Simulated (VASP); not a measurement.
# Mg in VASP: single point with PBE

Aim: the single point of Mg with PBE.

Program: VASP 6.6.1. These are calculated values, not measurements. Logs are shortened: lines on timing, memory, paths and dates and some standing lists are left out, and cuts for length are marked.

## 1. The cell of the first run

The cell holds a slab with vacuum, 4 atoms: a = 3.100 Å, b = 3.100 Å, c = 23.594 Å, α = 90.00°, β = 90.00°, γ = 109.47°.

## 2. Single point, PBE

Input file POSCAR:

```
Mg
1.0
    3.1001296510      0.0000000000      0.0000000000
   -1.0333765503      2.9228302650      0.0000000000
    0.0000000000      0.0000000000     23.5937000000
Mg
4
Direct
    0.2500000000      0.2500000000      0.3390728080
    0.7500000000      0.7500000000      0.4463576022
    0.2500000000      0.2500000000      0.5536423971
    0.7500000000      0.7500000000      0.6609271920
```

Input file INCAR.step1:

```
SYSTEM = Mg
ALGO = Normal ; DIPOL = 0.5 0.5 0.500
EDIFF = 1E-6 ; ENCUT = 520
GGA = PE ; IDIPOL = 3
ISIF = 2 ; ISMEAR = -1
LASPH = .TRUE. ; LCHARG = .TRUE.
LDIPOL = .TRUE. ; LREAL = .FALSE.
LWAVE = .FALSE. ; NBANDS = 12
NELM = 60 ; PREC = Accurate
SIGMA = 0.1
```

Input file KPOINTS.step1:

```
k-points
0
G
  14 14 1
  0 0 0
```

Input file INCAR.step2:

```
SYSTEM = Mg
ALGO = Normal ; DIPOL = 0.5 0.5 0.500
EDIFF = 1E-6 ; ENCUT = 520
GGA = PE ; ICHARG = 11
IDIPOL = 3 ; ISIF = 2
ISMEAR = -5 ; LASPH = .TRUE.
LCHARG = .FALSE. ; LDIPOL = .TRUE.
LORBIT = 11 ; LREAL = .FALSE.
LWAVE = .FALSE. ; NBANDS = 12
NEDOS = 1001 ; NELM = 60
PREC = Accurate ; SIGMA = 0.1
```

Input file KPOINTS.step2:

```
k-points
0
G
  21 21 1
  0 0 0
```

Potentials or basis: VASP PAW PBE potentials, release 64 (Mg).

On the command line:

```bash
cat potpaw_PBE.64/Mg/POTCAR > POTCAR
cp INCAR.step1 INCAR
cp KPOINTS.step1 KPOINTS
mpirun -np 1 vasp_std > vasp.out
cp INCAR.step2 INCAR
cp KPOINTS.step2 KPOINTS
mpirun -np 1 vasp_std > vasp.out
```

OUTCAR:

```text
SYSTEM = Mg
   EDIFF = 1E-6
   ENCUT = 520
   GGA = PE
   ICHARG = 11
   ISIF = 2
   ISMEAR = -5
   LASPH = .TRUE.
   LORBIT = 11
   LREAL = .FALSE.
   NELM = 60
   PREC = Accurate

 ion  position               nearest neighbor table
   1  0.250  0.250  0.339-   2 3.10   2 3.10   2 3.58   2 3.58
   2  0.750  0.750  0.446-   1 3.10   1 3.10   3 3.10   3 3.10   1 3.58   1 3.58   3 3.58   3 3.58

   3  0.250  0.250  0.554-   2 3.10   2 3.10   4 3.10   4 3.10   2 3.58   2 3.58   4 3.58   4 3.58

   4  0.750  0.750  0.661-   3 3.10   3 3.10   3 3.58   3 3.58

  LATTYP: Found a base centered orthorhombic cell.
 ALAT       =     3.5797213770
 B/A-ratio  =     1.4142135624
 C/A-ratio  =     6.5909319511

  Lattice vectors:

 A1 = (   3.1001296510,   0.0000000000,   0.0000000000)
 A2 = (  -1.0333765503,   2.9228302650,   0.0000000000)
 A3 = (   0.0000000000,   0.0000000000,  23.5937000000)

Analysis of symmetry for initial positions (statically):
=====================================================================
 Subroutine PRICEL returns:
 Original cell was already a primitive cell.

 Routine SETGRP: Setting up the symmetry group for a
 base centered orthorhombic supercell.

 Subroutine GETGRP returns: Found  8 space group operations
 (whereof  4 operations were pure point group operations)
 out of a pool of  8 trial point group operations.

The static configuration has the point symmetry C_2h.
 The point group associated with its full space group is D_2h.

Analysis of symmetry for dynamics (positions and initial velocities):
=====================================================================
 Subroutine PRICEL returns:
 Original cell was already a primitive cell.

 Routine SETGRP: Setting up the symmetry group for a
 base centered orthorhombic supercell.

 Subroutine GETGRP returns: Found  8 space group operations
 (whereof  4 operations were pure point group operations)
 out of a pool of  8 trial point group operations.

The dynamic configuration has the point symmetry C_2h.
 The point group associated with its full space group is D_2h.

 Subroutine INISYM returns: Found  8 space group operations
 (whereof  4 operations are pure point group operations),
 and found     1 'primitive' translations

----------------------------------------------------------------------------------------

                                     Primitive cell

  volume of cell :     213.7861

  direct lattice vectors                    reciprocal lattice vectors
     3.100129651  0.000000000  0.000000000     0.322567154  0.114044711  0.000000000
    -1.033376550  2.922830265  0.000000000     0.000000000  0.342134133  0.000000000
     0.000000000  0.000000000 23.593700000     0.000000000  0.000000000  0.042384196

  length of vectors
     3.100129651  3.100129651 23.593700000     0.342134133  0.342134133  0.042384196

  position of ions in fractional coordinates (direct lattice)
     0.250000000  0.250000000  0.339072808
     0.750000000  0.750000000  0.446357602
     0.250000000  0.250000000  0.553642397
     0.750000000  0.750000000  0.660927192

  ion indices of the primitive-cell ions
   primitive index   ion index
                 1           1
                 2           2
                 3           3
                 4           4

----------------------------------------------------------------------------------------

 KPOINTS: k-points

Automatic generation of k-mesh.
 Grid dimensions read from file:
 generate k-points for:   21   21    1

 Generating k-lattice:

  Cartesian coordinates                     Fractional coordinates (reciprocal lattice)
     0.015360341  0.005430701  0.000000000     0.047619048  0.000000000  0.000000000
     0.000000000  0.016292102  0.000000000     0.000000000  0.047619048  0.000000000
     0.000000000  0.000000000  0.042384196     0.000000000  0.000000000  1.000000000

  Length of vectors
     0.016292102  0.016292102  0.042384196

  Shift w.r.t. Gamma in fractional coordinates (k-lattice)
     0.000000000  0.000000000  0.000000000

 TETIRR: Found    671 inequivalent tetrahedra from     2646

 Subroutine IBZKPT returns following result:
 ===========================================

 Found    121 irreducible k-points:

 Following reciprocal coordinates:
            Coordinates               Weight
  0.000000  0.000000  0.000000      1.000000
  0.047619  0.000000  0.000000      4.000000
  0.095238  0.000000  0.000000      4.000000
  0.142857  0.000000  0.000000      4.000000
  0.190476  0.000000  0.000000      4.000000
  0.238095  0.000000  0.000000      4.000000
[... 16 lines left out ...]
 -0.428571  0.047619  0.000000      4.000000
 -0.380952  0.047619  0.000000      4.000000
 [... further k-points ...]
   k-points           NKPTS =    121   k-points in BZ     NKDIM =    121   number of bands    NBANDS=     12
   number of dos      NEDOS =   1001   number of ions     NIONS =      4
   total plane-waves  NPLWV = 103680
   dimension x,y,z NGX =    24 NGY =   24 NGZ =  180
   dimension x,y,z NGXF=    48 NGYF=   48 NGZF=  360
   ions per type =               4
   NGX,Y,Z   is equivalent  to a cutoff of  12.87, 12.87, 12.68 a.u.
   NGXF,Y,Z  is equivalent  to a cutoff of  25.74, 25.74, 25.37 a.u.
 SYSTEM =  Mg
   PREC   = accura    normal or accurate (medium, high low for compatibility)
   ISTART =      0    job   : 0-new  1-cont  2-samecut
   ICHARG =     11    charge: 1-file 2-atom 10-const
   ISPIN  =      1    spin polarized calculation?
   LNONCOLLINEAR =      F non collinear calculations
   LSORBIT =      F    spin-orbit coupling
   LASPH  =      T    aspherical Exc in radial PAW
   ENCUT  =  520.0 eV  38.22 Ry    6.18 a.u.   5.76  5.76 43.87*2*pi/ulx,y,z
   NELM   =     60;   NELMIN=  2; NELMDL=  0     # of ELM steps
   EDIFF  = 0.1E-05   stopping-criterion for ELM
   LREAL  =      F    real-space projection
   EDIFFG = 0.1E-04   stopping-criterion for IOM
   NSW    =      0    number of steps for IOM
   IBRION =     -1    ionic relax: 0-MD 1-quasi-New 2-CG
   NFREE  =      0    steps in history (QN), initial steepest desc. (CG)
   ISIF   =      2    stress and relaxation
   ISYM   =      2    0-nonsym 1-usesym 2-fastsym
   POTIM  = 0.5000    time-step for ionic-motion
   TEBEG  =    0.0;   TEEND  =   0.0 temperature during run
   PSTRESS=    0.0 pullay stress
   NELECT =       8.0000    total number of electrons
   NUPDOWN=      -1.0000    fix difference up-down
   EMIN   =  10.00;   EMAX   =-10.00  energy-range for DOS
   EFERMI =   0.00;   METHOD = LEGACY
   ISMEAR =    -5;   SIGMA  =   0.10  broadening in eV -4-tet -1-fermi 0-gaus
   EFERMI_NEDOS =   21; number of points for ismear=-14 and -15
   IALGO  =     38    algorithm
   IMIX   =      4    mixing-type and parameters
     AMIX     =   0.40;   BMIX     =  1.00
     AMIX_MAG =   1.60;   BMIX_MAG =  1.00
  volume/ion in A,a.u.               =      53.45       360.67
  Fermi-wavevector in a.u.,A,eV,Ry     =   0.547577  1.034770  4.079575  0.299840
  Thomas-Fermi vector in A             =   1.577889
   LORBIT       =     11    0 simple, 1 ext, 2 COOP (PROOUT), +10 PAW based schemes
   GGA     = PE    functional components
   LHFCALC =     F    Hartree Fock is set to
   AEXX    =    0.0000 exact exchange contribution
   IVDW    =     0    specifies the selected vdW correction
   LEPSILON=     F    determine dielectric tensor
   LRPA    =     F    only Hartree local field effects (RPA)
 non-spin polarized calculation
 Fermi weights with tetrahedron method with Bloechl corrections
  energy-cutoff  :      520.00
  volume of cell :      213.79
 maximum number of plane-waves:      5804

 number of electron       8.0000000 magnetization

 dipolmoment           0.000000      0.000000     -0.000000 electrons x Angstroem

 Free energy of the ion-electron system (eV)
  ---------------------------------------------------
  ext. energy  EPLUGINS =         0.00000000
  ---------------------------------------------------
  free energy    TOTEN  =        -5.23558096 eV

  energy without entropy =       -5.23558096  energy(sigma->0) =       -5.23558096

 E-fermi :  -0.9498     XC(G=0):  -4.4162

 val. band max:       -0.7996889284   @ k =  -0.4762   0.4286   0.0000
 cond. band min:      -0.9563303311   @ k =   0.4762   0.1905   0.0000
 fundamental gap:     -0.1566414027
 Fermi energy:        -0.9498218887

 k-point     1 :       0.0000    0.0000    0.0000
  band No.  band energies     occupation
      1      -7.5903      2.00000
      2      -6.7548      2.00000
      3      -5.3902      2.00000
      4      -3.5558      2.00000
      5      -1.8152      2.00000
      6       0.4603      0.00000
      7       1.9502      0.00000
      8       2.8669      0.00000
      9       2.9980      0.00000
     10       4.6938      0.00000
     11       4.8456      0.00000
     12       7.3275      0.00000

 k-point     2 :       0.0476    0.0000    0.0000
  band No.  band energies     occupation
      1      -7.5503      2.00000
      2      -6.7151      2.00000
      3      -5.3508      2.00000
      4      -3.5166      2.00000
      5      -1.7779      2.00000
      6       0.4978      0.00000
      7       1.9888      0.00000
      8       2.9056      0.00000
      9       3.0367      0.00000
     10       4.7299      0.00000
     11       4.8833      0.00000
     12       7.2896      0.00000
[... 316 lines left out ...]
 k-point    24 :      -0.3810    0.0476    0.0000
  band No.  band energies     occupation
      1      -5.2335      2.00000
      2      -4.4133      2.00000
      3      -3.0742      2.00000
      4      -1.3649      2.00000
      5      -0.5241      0.00000
      6       0.1536      0.00000
      7       0.4100      0.00000
      8       1.4600      0.00000
      9       2.8248      0.00000
     10       3.2717      0.00000
     11       4.3111      0.00000
     12       4.8693      0.00000

 [... further k-points ...]

------------------------ aborting loop because EDIFF is reached ----------------------------------------

 vacuum level on the upper side and lower side of the slab       (xc-potential included)        -1.340        -1.340

  FORCE on cell =-STRESS in cart. coord.  units (eV):
  Direction    XX          YY          ZZ          XY          YZ          ZX
  --------------------------------------------------------------------------------------
  -------------------------------------------------------------------------------------
  Total       -0.9715699     -1.2273995      0.3056063     -0.3617977      0.0000000      0.0000000
  in kB       -7.2812364     -9.1985004      2.2903050     -2.7114207      0.0000000      0.0000000
  external PRESSURE =      -4.7298106 kB  Pullay stress =       0.0000000 kB

 VOLUME and BASIS-vectors are now :
 -----------------------------------------------------------------------------
  energy-cutoff  :      520.00
  volume of cell :      213.79
      direct lattice vectors                 reciprocal lattice vectors
     3.100129651  0.000000000  0.000000000     0.322567154  0.114044711  0.000000000
    -1.033376550  2.922830265  0.000000000     0.000000000  0.342134133  0.000000000
     0.000000000  0.000000000 23.593700000     0.000000000  0.000000000  0.042384196

 POSITION                                       TOTAL-FORCE (eV/Angst)
 -----------------------------------------------------------------------------------
      0.51669      0.73071      7.99998         0.000000      0.000000     -0.051447
      1.55006      2.19212     10.53123        -0.000000     -0.000000      0.024733
      0.51669      0.73071     13.06247         0.000000     -0.000000     -0.024733
      1.55006      2.19212     15.59372        -0.000000      0.000000      0.051447
 -----------------------------------------------------------------------------------
    total drift:                               -0.000000     -0.000000     -0.000000

  FREE ENERGIE OF THE ION-ELECTRON SYSTEM (eV)
  ---------------------------------------------------
  free  energy   TOTEN  =        -5.2355809616 eV

  energy  without entropy=       -5.2355809616  energy(sigma->0) =       -5.23558096

 vacuum level on the upper side and lower side of the slab         1.489         1.489

 total charge

# of ion       s       p       d       tot
------------------------------------------
    1        0.220   0.107   0.008   0.335
    2        0.209   0.124   0.012   0.345
    3        0.209   0.124   0.012   0.345
    4        0.220   0.107   0.008   0.335
--------------------------------------------------
tot          0.858   0.462   0.039   1.359
```

Run time: 1.9 min. Hardware: 1 thread of Intel Xeon 6975P-C (Granite Rapids), shared host; peak memory 0.46 GiB.

Results:

| Item | Value |
| --- | --- |
| Valence electrons inside the program's atomic spheres | Mg 0.34 |

Caveat: tetrahedron occupations give inexact forces and stress in metals.
